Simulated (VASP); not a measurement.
The system is GaH6.

```xyz
7
Lattice="4.2946 0.0000 0.0000 -2.1473 3.7192 0.0000 0.0000 0.0000 3.9895" Properties=species:S:1:pos:R:3 pbc="T T T"
Ga    0.0000    0.0000    1.9947
H     0.8830    0.0000    0.7571
H    -0.4415    0.7647    0.7571
H     1.7058    2.9545    0.7571
H     0.8830    0.0000    3.2324
H    -0.4415    0.7647    3.2324
H     1.7058    2.9545    3.2324
```

The cell was built from a structure type or drawn by symmetry, and may not be a known phase.

- Program: VASP 6.6.1
- Task: relaxation of cell and atoms
- Functional: PBE
- Potentials or basis: VASP PAW PBE potentials, release 64 (Ga_d, H)
- Cutoff: 600 eV
- k mesh: 6 × 6 × 4
- Occupations: gaussian, width 0.1 eV
- Spin: no spin polarisation

At the start: pressure 12.1 GPa; volume 9.10 Å³/atom.

Where does the relaxation end?

Over 57 steps the energy falls by 725.6 meV/atom and the volume is 10.35 Å³/atom (+13.7 %); space group P-62m (No. 189, to 0.1 Å) before and after.

Step by step:
| step | energy change (eV) | largest force (eV/Å) | pressure (GPa) | volume (Å³) |
| --- | --- | --- | --- | --- |
| 1 | 0.0000 | 2.8984 | 12.15 | 63.72 |
| 3 | -2.7017 | 0.8913 | -6.05 | 74.88 |
| 5 | -3.0091 | 7.7989 | 7.36 | 105.92 |
| 7 | -4.5592 | 0.0943 | 0.16 | 97.20 |
| 9 | -4.5251 | 1.1208 | -1.96 | 100.64 |
| 11 | -4.6358 | 0.1604 | -0.40 | 99.51 |
| 13 | -4.2351 | 4.6963 | 4.02 | 101.35 |
| 15 | -4.6979 | 1.5771 | 1.18 | 100.90 |
| 17 | -4.7230 | 1.5536 | 1.05 | 101.29 |
| 19 | -4.7769 | 1.5632 | 0.75 | 102.58 |
| 21 | -4.8260 | 1.1295 | -0.01 | 103.79 |
| 23 | -4.8737 | 0.0972 | -1.27 | 104.14 |
| 25 | -4.8817 | 0.0995 | -1.20 | 103.27 |
| 27 | -4.9161 | 0.1156 | -1.15 | 99.41 |
| 29 | -5.0136 | 0.2780 | -0.30 | 84.90 |
| 31 | -5.0220 | 0.5584 | 0.79 | 77.95 |
| 33 | -5.0392 | 0.0824 | 0.10 | 75.94 |
| 35 | -5.0396 | 0.0408 | 0.01 | 75.63 |
| 37 | -5.0405 | 0.0415 | -0.04 | 75.78 |
| 39 | -5.0442 | 0.0526 | -0.16 | 76.41 |
| 41 | -5.0486 | 0.1189 | -0.64 | 78.94 |
| 43 | -5.0502 | 0.0579 | -0.34 | 78.28 |
| 45 | -5.0515 | 0.0819 | -0.29 | 78.24 |
| 47 | -5.0596 | 0.0616 | -0.37 | 77.65 |
| 49 | -5.0610 | 0.0524 | -0.42 | 77.31 |
| 51 | -5.0736 | 0.1277 | -0.07 | 74.70 |
| 53 | -5.0766 | 0.1963 | 0.23 | 73.00 |
| 55 | -5.0787 | 0.0611 | 0.07 | 72.60 |
| 57 | -5.0789 | 0.0122 | -0.12 | 72.45 |

Final structure:
```yaml
crystal:
  lattice:
    - [4.13805, 0.00000, 0.00000]
    - [-2.06903, 3.58366, 0.00000]
    - [0.00000, 0.00000, 4.88583]
  atoms:
    - { symbol: Ga, position: [0.00000, 0.00000, 0.50000] }
    - { symbol: H, position: [0.33357, 0.00000, 0.07888] }
    - { symbol: H, position: [0.00000, 0.33357, 0.07888] }
    - { symbol: H, position: [0.66643, 0.66643, 0.07888] }
    - { symbol: H, position: [0.33357, 0.00000, 0.92112] }
    - { symbol: H, position: [0.00000, 0.33357, 0.92112] }
    - { symbol: H, position: [0.66643, 0.66643, 0.92112] }
```

Caveat: the k points lie up to 0.32 Å⁻¹ apart in the final cell, too coarse for converged energies and pressures of a metal; a cell axis changed by over 15 % at a fixed basis, so the end point is rough.
